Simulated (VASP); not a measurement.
# Ta (I4/mmm) in VASP: further runs, part 2 of 2

VASP 6.6.1. Earlier steps stand in the parts before.

**4. Single point, PBE (strain -0.080 along x and y, +0.080 along z)**

The input, INCAR:

```
SYSTEM = Ta
PREC     = Accurate       ! precision mode
ENCUT    = 520            ! plane-wave cutoff, eV
EDIFF    = 1E-7           ! SCF threshold, eV
ISMEAR   = 0              ! smearing method
SIGMA    = 0.15           ! smearing width, eV
LREAL    = .False.        ! projectors in reciprocal space
LASPH    = .True.         ! aspherical terms in the spheres
NELM     = 100            ! most SCF steps
ALGO     = Fast           ! electronic algorithm
ISIF     = 2              ! what is computed and relaxed
LWAVE    = .False.        ! write WAVECAR
LCHARG   = .True.         ! write CHGCAR
GGA      = PE             ! functional
LELF     = .True.         ! ELF
LVHAR    = .True.       
NBANDS   = 12             ! bands
```

The input, KPOINTS:

```
Automatic mesh
0
Gamma
  26 26 26
  0 0 0
```

The input, POSCAR:

```
Ta
1.0
   -1.5266432345      1.5266432345      1.7921464057
    1.5266432345     -1.5266432345      1.7921464057
    1.5266432345      1.5266432345     -1.7921464057
Ta
1
Direct
    0.0000000000      0.0000000000      0.0000000000
```

Potentials or basis: VASP PAW PBE potentials, release 64 (Ta_pv).

Started as:

```
$ cat potpaw_PBE.64/Ta_pv/POTCAR > POTCAR
$ mpirun -np 1 vasp_std > vasp.out
```

OUTCAR:

```text
SYSTEM = Ta
   PREC = Accurate
   ENCUT = 520
   EDIFF = 1E-7
   ISMEAR = 0
   LREAL = .False.
   LASPH = .True.
   NELM = 100
   ISIF = 2
   GGA = PE

 ion  position               nearest neighbor table
   1  0.000  0.000  0.000-

  LATTYP: Found a body centered tetragonal cell.
 ALAT       =     3.0532864690
 C/A-ratio  =     1.1739130435

  Lattice vectors:

 A1 = (  -1.5266432345,   1.5266432345,   1.7921464057)
 A2 = (   1.5266432345,  -1.5266432345,   1.7921464057)
 A3 = (   1.5266432345,   1.5266432345,  -1.7921464057)

Analysis of symmetry for initial positions (statically):
=====================================================================
 Subroutine PRICEL returns:
 Original cell was already a primitive cell.

 Routine SETGRP: Setting up the symmetry group for a
 body centered tetragonal supercell.

 Subroutine GETGRP returns: Found 16 space group operations
 (whereof 16 operations were pure point group operations)
 out of a pool of 16 trial point group operations.

The static configuration has the point symmetry D_4h.

Analysis of symmetry for dynamics (positions and initial velocities):
=====================================================================
 Subroutine PRICEL returns:
 Original cell was already a primitive cell.

 Routine SETGRP: Setting up the symmetry group for a
 body centered tetragonal supercell.

 Subroutine GETGRP returns: Found 16 space group operations
 (whereof 16 operations were pure point group operations)
 out of a pool of 16 trial point group operations.

The dynamic configuration has the point symmetry D_4h.

 Subroutine INISYM returns: Found 16 space group operations
 (whereof 16 operations are pure point group operations),
 and found     1 'primitive' translations

----------------------------------------------------------------------------------------

                                     Primitive cell

  volume of cell :      16.7074

  direct lattice vectors                    reciprocal lattice vectors
    -1.526643235  1.526643235  1.792146406     0.000000000  0.327515944  0.278995063
     1.526643235 -1.526643235  1.792146406     0.327515944  0.000000000  0.278995063
     1.526643235  1.526643235 -1.792146406     0.327515944  0.327515944  0.000000000

  length of vectors
     2.805898763  2.805898763  2.805898763     0.430238235  0.430238235  0.463177490

  position of ions in fractional coordinates (direct lattice)
     0.000000000  0.000000000  0.000000000

  ion indices of the primitive-cell ions
   primitive index   ion index
                 1           1

----------------------------------------------------------------------------------------

 KPOINTS: Automatic mesh

Automatic generation of k-mesh.
 Grid dimensions read from file:
 generate k-points for:   26   26   26

 Generating k-lattice:

  Cartesian coordinates                     Fractional coordinates (reciprocal lattice)
     0.000000000  0.012596767  0.010730579     0.038461538  0.000000000 -0.000000000
     0.012596767  0.000000000  0.010730579     0.000000000  0.038461538 -0.000000000
     0.012596767  0.012596767  0.000000000     0.000000000  0.000000000  0.038461538

  Length of vectors
     0.016547624  0.016547624  0.017814519

  Shift w.r.t. Gamma in fractional coordinates (k-lattice)
     0.000000000  0.000000000  0.000000000

 Subroutine IBZKPT returns following result:
 ===========================================

 Found   1330 irreducible k-points:

 Following reciprocal coordinates:
            Coordinates               Weight
  0.000000  0.000000  0.000000      1.000000
  0.038462  0.000000 -0.000000      8.000000
  0.076923  0.000000 -0.000000      8.000000
  0.115385 -0.000000  0.000000      8.000000
  0.153846  0.000000  0.000000      8.000000
  0.192308  0.000000  0.000000      8.000000
[... 16 lines left out ...]
  0.346154  0.038462  0.000000     16.000000
  0.384615  0.038462  0.000000     16.000000
 [... further k-points ...]
   k-points           NKPTS =   1330   k-points in BZ     NKDIM =   1330   number of bands    NBANDS=     12
   number of dos      NEDOS =    301   number of ions     NIONS =      1
   total plane-waves  NPLWV =  13824
   dimension x,y,z NGX =    24 NGY =   24 NGZ =   24
   dimension x,y,z NGXF=    48 NGYF=   48 NGZF=   48
   ions per type =               1
   NGX,Y,Z   is equivalent  to a cutoff of  14.22, 14.22, 14.22 a.u.
   NGXF,Y,Z  is equivalent  to a cutoff of  28.44, 28.44, 28.44 a.u.
 SYSTEM =  Ta
   PREC   = accura    normal or accurate (medium, high low for compatibility)
   ISTART =      0    job   : 0-new  1-cont  2-samecut
   ICHARG =      2    charge: 1-file 2-atom 10-const
   ISPIN  =      1    spin polarized calculation?
   LNONCOLLINEAR =      F non collinear calculations
   LSORBIT =      F    spin-orbit coupling
   LASPH  =      T    aspherical Exc in radial PAW
   ENCUT  =  520.0 eV  38.22 Ry    6.18 a.u.   5.22  5.22  5.22*2*pi/ulx,y,z
   NELM   =    100;   NELMIN=  2; NELMDL= -5     # of ELM steps
   EDIFF  = 0.1E-06   stopping-criterion for ELM
   LREAL  =      F    real-space projection
   EDIFFG = 0.1E-05   stopping-criterion for IOM
   NSW    =      0    number of steps for IOM
   IBRION =     -1    ionic relax: 0-MD 1-quasi-New 2-CG
   NFREE  =      0    steps in history (QN), initial steepest desc. (CG)
   ISIF   =      2    stress and relaxation
   ISYM   =      2    0-nonsym 1-usesym 2-fastsym
   POTIM  = 0.5000    time-step for ionic-motion
   TEBEG  =    0.0;   TEEND  =   0.0 temperature during run
   PSTRESS=    0.0 pullay stress
   NELECT =      11.0000    total number of electrons
   NUPDOWN=      -1.0000    fix difference up-down
   EMIN   =  10.00;   EMAX   =-10.00  energy-range for DOS
   EFERMI =   0.00;   METHOD = LEGACY
   ISMEAR =     0;   SIGMA  =   0.15  broadening in eV -4-tet -1-fermi 0-gaus
   EFERMI_NEDOS =   21; number of points for ismear=-14 and -15
   IALGO  =     68    algorithm
   IMIX   =      4    mixing-type and parameters
     AMIX     =   0.40;   BMIX     =  1.00
     AMIX_MAG =   1.60;   BMIX_MAG =  1.00
  volume/ion in A,a.u.               =      16.71       112.75
  Fermi-wavevector in a.u.,A,eV,Ry     =   1.424195  2.691339 27.597133  2.028332
  Thomas-Fermi vector in A             =   2.544712
   LORBIT       =      0    0 simple, 1 ext, 2 COOP (PROOUT), +10 PAW based schemes
   GGA     = PE    functional components
   LHFCALC =     F    Hartree Fock is set to
   AEXX    =    0.0000 exact exchange contribution
   IVDW    =     0    specifies the selected vdW correction
   LEPSILON=     F    determine dielectric tensor
   LRPA    =     F    only Hartree local field effects (RPA)
 non-spin polarized calculation
 RMM-DIIS sequential band-by-band and
 Gauss-broadening in eV      SIGMA  =   0.15
  energy-cutoff  :      520.00
  volume of cell :       16.71
 maximum number of plane-waves:       471
 NGX is ok and might be reduce to    24
   NGX = 11   NGY = 11   NGZ = 11

 number of electron      11.0000002 magnetization

 Free energy of the ion-electron system (eV)
  ---------------------------------------------------
  ext. energy  EPLUGINS =         0.00000000
  ---------------------------------------------------
  free energy    TOTEN  =       -11.60725926 eV

  energy without entropy =      -11.59400917  energy(sigma->0) =      -11.60063422

 E-fermi :   6.2629     XC(G=0): -13.0060

 val. band max:        6.2617078556   @ k =  -0.1923   0.5000   0.0385
 cond. band min:       6.2635868149   @ k =   0.1923   0.0385   0.0385
 fundamental gap:      0.0018789592
 Fermi energy:         6.2629115704

 k-point     1 :       0.0000    0.0000    0.0000
  band No.  band energies     occupation
      1     -26.6567      2.00000
      2     -26.6426      2.00000
      3     -26.6426      2.00000
      4      -2.0839      2.00000
      5       6.4643      0.05764
      6       6.4643      0.05764
      7       8.4407      0.00000
      8       8.7786      0.00000
      9      11.3572      0.00000
     10      19.9258      0.00000
     11      22.7585      0.00000
     12      22.7585      0.00000
[... 331 lines left out ...]
 k-point    24 :       0.3846    0.0385    0.0000
  band No.  band energies     occupation
      1     -28.0254      2.00000
      2     -26.9938      2.00000
      3     -26.6823      2.00000
      4       1.4135      2.00000
      5       5.4116      2.00000
      6       6.8071      0.00000
      7       8.6818      0.00000
      8      11.5736      0.00000
      9      13.2600      0.00000
     10      18.5478      0.00000
     11      20.6180      0.00000
     12      21.1069      0.00000

 [... further k-points ...]

------------------------ aborting loop because EDIFF is reached ----------------------------------------

  FORCE on cell =-STRESS in cart. coord.  units (eV):
  Direction    XX          YY          ZZ          XY          YZ          ZX
  --------------------------------------------------------------------------------------
  -------------------------------------------------------------------------------------
  Total        3.1251423      3.1251423      1.1540758      0.0000000      0.0000000      0.0000000
  in kB      299.6896770    299.6896770    110.6716304      0.0000000      0.0000000      0.0000000
  external PRESSURE =     236.6836615 kB  Pullay stress =       0.0000000 kB

 VOLUME and BASIS-vectors are now :
 -----------------------------------------------------------------------------
  energy-cutoff  :      520.00
  volume of cell :       16.71
      direct lattice vectors                 reciprocal lattice vectors
    -1.526643235  1.526643235  1.792146406     0.000000000  0.327515944  0.278995063
     1.526643235 -1.526643235  1.792146406     0.327515944  0.000000000  0.278995063
     1.526643235  1.526643235 -1.792146406     0.327515944  0.327515944  0.000000000

 POSITION                                       TOTAL-FORCE (eV/Angst)
 -----------------------------------------------------------------------------------
      0.00000      0.00000      0.00000        -0.000000     -0.000000      0.000000
 -----------------------------------------------------------------------------------
    total drift:                               -0.000000      0.000000     -0.000000

  FREE ENERGIE OF THE ION-ELECTRON SYSTEM (eV)
  ---------------------------------------------------
  free  energy   TOTEN  =       -11.6072592608 eV

  energy  without entropy=      -11.5940091744  energy(sigma->0) =      -11.60063422
```

Wall time 8.3 min (1 thread of Intel Xeon 8259CL, shared host); peak memory 0.37 GiB.

What came out:

| Item | Value |
| --- | --- |
| Free energy | -11.6073 eV |
| Pressure | 23.7 GPa |
| Band gap on the k mesh | zero (an odd number of electrons rules out a gap without spin polarisation) |

Caveat: the cell differs from its parent crystal (strain -0.080 along x and y, +0.080 along z); the stress differs along the axes, from 11 to 30 GPa; spin-orbit coupling is left out, which moves the levels of the heavy elements.

**5. The runs side by side**

| cell | gap on the mesh (eV) | pressure (GPa) |
| --- | --- | --- |
| a = 2.723 Å, angles 111.8, 111.8, 104.9°, 1 atom | none | 45.9 |
| a = 2.764 Å, angles 112.9, 112.9, 102.7°, 1 atom | none | 33.8 |
| a = 2.806 Å, angles 114.1, 114.1, 100.6°, 1 atom | none | 23.7 |

Alike in all rows: task single point; level PBE; potentials or basis VASP PAW PBE potentials, release 64 (Ta_pv); no spin polarisation; k mesh 26 × 26 × 26; cutoff (eV) 520; smearing gaussian 0.15 eV.

Caveats: spin-orbit coupling is left out, which moves the levels of the heavy elements; the stress differs along the axes, from 36 to 51 GPa (at least some runs); the stress differs along the axes, from 22 to 40 GPa (at least some runs); the stress differs along the axes, from 11 to 30 GPa (at least some runs).

Total energies depend on the potentials used, so only differences within one code and one set of settings carry meaning.
